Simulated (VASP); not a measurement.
Runs of VASP 6.6.1 on CsPbBr3. It takes space group Pm-3m (No. 221, cubic). The conventional cell has a = 5.870 Å, b = 5.870 Å, c = 5.870 Å, α = 90.00°, β = 90.00°, γ = 90.00°. Within 3.9 Å of Pb (site symmetry m-3m) lie 6 Br at 2.94 Å. Cs (site symmetry m-3m) has 12 Br at 4.15 Å and 8 Pb at 5.08 Å within 5.4 Å. Within 3.9 Å of Br (site symmetry 4/mmm) lie 2 Pb at 2.94 Å. 

```csv
task,level,potentials or basis,spin,cell,k mesh,cutoff (eV),smearing,grid for exact exchange (PRECFOCK),share of exact exchange,screening parameter,exchange at q = 0,dipole correction,gap on the mesh (eV),pressure (GPa),V0 of scaled cells (Å³/atom),B0 (GPa)
band structure,HSE06,"VASP PAW PBE potentials, release 64 (Pb_d, Cs_sv, Br)",off,as given,4 × 4 × 4,520,gaussian 0.02 eV,Fast,0.25,0.2 1/Å,-,-,2.13,1.1,-,-
band structure,PBE0,"VASP PAW PBE potentials, release 64 (Pb_d, Cs_sv, Br)",off,as given,4 × 4 × 4,520,gaussian 0.02 eV,Fast,0.25,-,truncated,-,2.76,1.1,-,-
single point,PBEsol,"VASP PAW PBE potentials, release 64 (Pb_d, Cs_sv, Br)","non-collinear, zero start, SOC",as given,4 × 4 × 4,520,fermi-dirac 0.05 eV,-,-,-,-,no,-,0.1,-,-
equation of state,LDA,"VASP PAW LDA potentials, release 64 (Pb_d, Cs_sv, Br)",off,as given,6 × 6 × 6,620,gaussian 0.03 eV,-,-,-,-,-,-,-,38.53,25
equation of state,LDA,"VASP PAW LDA potentials, release 64 (Pb_d, Cs_sv, Br)",off,as given,4 × 4 × 4,310,gaussian 0.03 eV,-,-,-,-,-,-,-,(c),25
relaxation of cell and atoms,LDA,"VASP PAW LDA potentials, release 64 (Pb_d, Cs_sv, Br)",off,relaxed,5 × 5 × 5,600,fermi-dirac 0.05 eV,-,-,-,-,no,2.44,0.0,-,-
single point,r2SCAN,"VASP PAW PBE potentials, release 64 (Pb_d, Cs_sv, Br)",off,as given,4 × 4 × 4,520,gaussian 0.01 eV,-,-,-,-,no,(b),(a),-,-
band structure,HSE03,"VASP PAW PBE potentials, release 64 (Pb_d, Cs_sv, Br)",off,as given,4 × 4 × 4,520,gaussian 0.02 eV,Fast,0.25,0.3 1/Å,-,-,1.96,1.1,-,-
```

**Question.** Fill in the values left out.

**Answer.** (a) 0.9; (b) 1.90; (c) 38.74.

Caveats: spin-orbit coupling is left out, which moves the levels of the heavy elements (at least some runs); the PAW data sets were made with another functional, which shifts forces and pressure a little (at least some runs); an odd mesh through Γ misses points on the zone boundary, where band edges can lie (at least some runs).

A k mesh can miss the band edges, and rows without SOC leave out spin-orbit coupling on Br, Cs, Pb.
